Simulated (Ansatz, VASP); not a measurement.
**H12SO8 in VASP and in Ansatz**

```
CELL_PARAMETERS angstrom
6.33303 0.00000 0.00000
0.00000 6.33303 0.00000
0.00000 0.00000 6.33303
ATOMIC_POSITIONS crystal
O 0.36297 0.60468 0.81206
O 0.62222 0.05035 0.92173
O 0.97901 0.35374 0.50023
O 0.44651 0.77696 0.44471
O 0.37496 0.22044 0.62430
O 0.21680 0.91953 0.11168
O 0.83757 0.54141 0.01333
O 0.59237 0.37816 0.26553
H 0.49464 0.62561 0.88974
H 0.38565 0.68778 0.67679
H 0.55178 0.09645 0.78668
H 0.74777 0.96877 0.88409
H 0.11679 0.28463 0.52594
H 0.98707 0.48343 0.58117
H 0.34461 0.83582 0.33965
H 0.50718 0.65525 0.37126
H 0.46051 0.24590 0.49757
H 0.37642 0.35953 0.70025
H 0.34405 0.98982 0.05608
H 0.20952 0.79401 0.01963
S 0.79077 0.35644 0.14587
```

Alike in both runs: functional PBE; k mesh 1 × 1 × 1; occupations fermi-dirac, width 0.02 eV; no spin polarisation.

Ansatz relaxed the structure, and its values are those at the end. VASP's run is a single point on that final structure, the one shown.

|  | VASP | Ansatz |
| --- | --- | --- |
| version | VASP 6.6.1 | Ansatz 0.2.0 |
| potentials or method | VASP PAW PBE potentials, release 64 (O_h, H_h, S), cutoff 1000 eV | scalar-relativistic, plane waves, PAW |
| valence electrons in the cell | 66 | 66 |

```tsv
	VASP	Ansatz	Ansatz less VASP
rms of the force components (eV/Å)	0.174	0.111	-0.0634
```
